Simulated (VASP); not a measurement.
Crystal: TiGaSe3.

```
Ti Ga Se
1.0
     3.68937    0.00000    0.00000
     0.00000    3.68937    0.00000
     0.00000    0.00000    7.90593
Ti Ga Se
1 1 3
Direct
  0.50000 0.50000 0.50000
  0.00000 0.00000 0.50000
  0.00000 0.00000 0.80866
  0.00000 0.00000 0.19134
  0.50000 0.50000 0.00000
```

| Item | Value |
| --- | --- |
| Program | VASP 6.6.1 |
| Task | relaxation of cell and atoms |
| Functional | PBE |
| Potentials or basis | VASP PAW PBE potentials, release 64 (Ti_sv, Ga_d, Se) |
| Cutoff | 600 eV |
| k mesh | 10 × 10 × 6 |
| Occupations | gaussian, width 0.1 eV |
| Spin | no spin polarisation |

At the start: pressure 0.2 GPa; volume 21.52 Å³/atom.

Question: How do energy, volume and symmetry change on relaxing?

Answer: Over 8 steps the energy falls by 5.0 meV/atom and the volume is 21.66 Å³/atom (+0.7 %); space group P4/mmm (No. 123, to 0.05 Å).

The path:
| step | energy change (eV) | largest force (eV/Å) | pressure (GPa) | volume (Å³) |
| --- | --- | --- | --- | --- |
| 1 | 0.0000 | 0.3213 | 0.20 | 107.61 |
| 2 | -0.0095 | 0.2538 | -0.02 | 108.03 |
| 3 | -0.0213 | 0.0610 | -0.49 | 109.08 |
| 4 | -0.0215 | 0.0283 | -0.55 | 109.26 |
| 5 | -0.0240 | 0.0564 | 0.42 | 107.72 |
| 6 | -0.0247 | 0.0297 | 0.11 | 108.20 |
| 7 | -0.0252 | 0.0036 | -0.02 | 108.34 |
| 8 | -0.0252 | 0.0018 | 0.00 | 108.31 |

Final structure:
```xyz
5
Lattice="3.6744 0.0000 0.0000 0.0000 3.6744 0.0000 0.0000 0.0000 8.0226" Properties=species:S:1:pos:R:3 pbc="T T T"
Ti    1.8372    1.8372    4.0113
Ga    0.0000    0.0000    4.0113
Se    0.0000    0.0000    6.4158
Se    0.0000    0.0000    1.6069
Se    1.8372    1.8372    0.0000
```
